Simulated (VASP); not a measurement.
# W: single point with PBE

The system is W.

```
CELL_PARAMETERS angstrom
0.00000 2.01000 2.07060
2.01000 0.00000 2.07060
2.01000 2.01000 0.00000
ATOMIC_POSITIONS crystal
W 0.00000 0.00000 0.00000
```

| Item | Value |
| --- | --- |
| Program | VASP 6.6.1 |
| Task | single point |
| Functional | PBE |
| Potentials or basis | VASP PAW PBE potentials, release 64 (W_sv) |
| Cutoff | 500 eV |
| k mesh | 21 × 21 × 21 |
| Occupations | gaussian, width 0.05 eV |
| Spin | no spin polarisation |

```json
{"Pressure": "-4.2 GPa", "Band gap on the k mesh": "zero (bands 7 and 8 overlap by 3.54 eV)"}
```

Stress tensor (GPa, compression positive):
```
-6.77  0.00  0.00
 0.00 -6.77  0.00
 0.00  0.00  0.82
```

Levels at points of the mesh, in eV from the Fermi level:
```
           k point  band 3  band 4  band 5  band 6  band 7  band 8  band 9  band 10  band 11  band 12
(0.00, 0.00, 0.00)  -37.38  -37.38   -8.91   -0.81   -0.42   -0.42    2.18     2.77    12.76    17.25
```

Wall time 61 s on 1 thread of Intel(R) Xeon(R) Platinum 8375C CPU @ 2.90GHz (Ice Lake), on a shared host, peak memory 0.26 GiB.

Caveat: the stress differs along the axes, from -7 to 1 GPa; spin-orbit coupling is left out, which moves the levels of the heavy elements.
